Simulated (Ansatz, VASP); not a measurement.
## C in VASP and in Ansatz

File INCAR:

```
SYSTEM = C
PREC = Accurate
ENCUT = 520
EDIFF = 1E-7
ISMEAR = 0
SIGMA = 0.1
LREAL = .False.
LASPH = .True.
NELM = 80
ALGO = Normal
ISIF = 2
LWAVE = .False.
LCHARG = .False.
LDIPOL = .True.
IDIPOL = 3
DIPOL = 0.5 0.5 0.356
GGA = PE
IVDW = 12
NBANDS = 16
```

File KPOINTS:

```
Automatic mesh
0
Gamma
  15 15 1
  0 0 0
```

File POSCAR:

```
C
1.0
    2.4656524409      0.0000000000      0.0000000000
   -1.2328262205      2.1353176508      0.0000000000
    0.0000000000      0.0000000000     17.5000663883
C
4
Direct
    0.6666666667      0.3333333333      0.2571437784
    0.3333333333      0.6666666667      0.2571418816
    0.6666666667      0.6666666667      0.4548592109
    1.0000000000      0.3333333333      0.4548573141
```

Input for Ansatz:

```yaml
crystal:
  lattice:
    - [2.4656524409, 0.0, 0.0]
    - [-1.2328262205, 2.1353176508, 0.0]
    - [0.0, 0.0, 17.5000663883]
  atoms:
    - { symbol: C, position: [0.6666666667, 0.3333333333, 0.2571437784] }
    - { symbol: C, position: [0.3333333333, 0.6666666667, 0.2571418816] }
    - { symbol: C, position: [0.6666666667, 0.6666666667, 0.4548592109] }
    - { symbol: C, position: [1.0, 0.3333333333, 0.4548573141] }
basis:
  ecutwfc: 420
kpoints:
  mp_grid: { grid: [15, 15, 1] }
hamiltonian:
  xc: pbe
  pseudopotentials: { kind: paw, azcp: { folder: soft_1 } }
  dispersion: d3bj
scf:
  occupations: { method: gaussian, width: 0.1 }
output:
  forces: true
  eigenvalues: true
efield:
  axis: 3
  dipole_correction: true
  ramp_width: 0.04
```

Alike in both runs: task single point; functional PBE; dispersion D3(BJ); k mesh 15 × 15 × 1; occupations gaussian, width 0.1 eV; no spin polarisation.

|  | VASP | Ansatz |
| --- | --- | --- |
| version | VASP 6.6.1 | Ansatz 0.2.0 |
| potentials or method | VASP PAW PBE potentials, release 64 (C), cutoff 520 eV | scalar-relativistic, plane waves, PAW |
| valence electrons in the cell | 16 | 16 |

```csv
,VASP,Ansatz,Ansatz less VASP
gap on the k mesh at the Fermi level (eV),0.32,0.32,0.000
least direct gap on the mesh (eV),0.32,0.32,0.000
rms of the force components (eV/Å),0.004,0.004,0.0000
```

Atom by atom the forces differ by 0.000 eV/Å (rms over components). Ansatz's warnings: structure snapped to symmetry.
